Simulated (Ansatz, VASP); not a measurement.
**One calculation of Si5Ge, two programs**

```xyz
6
Lattice="2.8278 0.0000 0.0000 -1.4139 2.4489 0.0000 0.0000 0.0000 13.7564" Properties=species:S:1:pos:R:3 pbc="T T T"
Si    1.4139    0.8163   11.4637
Si    1.4139    0.8163    2.2927
Si    0.0000    1.6326    9.1710
Si    0.0000    1.6326    0.0000
Si    0.0000    1.6326    4.5855
Ge    1.4139    0.8163    6.8782
```

Alike in both runs: task single point; functional PBE; k mesh 6 × 6 × 2; occupations gaussian, width 0.1 eV; no spin polarisation.

|  | VASP | Ansatz |
| --- | --- | --- |
| version | VASP 6.6.1 | Ansatz 0.2.0 |
| potentials or method | VASP PAW PBE potentials, release 64 (Si, Ge_d), cutoff 520 eV | scalar-relativistic, plane waves, PAW |
| valence electrons in the cell | 34 | 34 |

VASP gave:

| Quantity | Value |
| --- | --- |
| gap on the k mesh at the Fermi level (eV) | none |
| pressure (GPa) | -2.0 |
| traceless stress, the component that is largest in VASP (GPa) | -7.39 |
| rms of the force components (eV/Å) | 0.195 |

Which values does Ansatz return?

gap on the k mesh at the Fermi level (eV): none; pressure (GPa): -2.0; traceless stress, the component that is largest in VASP (GPa): -7.39; rms of the force components (eV/Å): 0.194.

Atom by atom the forces differ by 0.001 eV/Å (rms over components). A gap of «none» marks a metal or a gap that the smearing closes.

The k mesh is coarse, so the values compare programs but aren't converged.
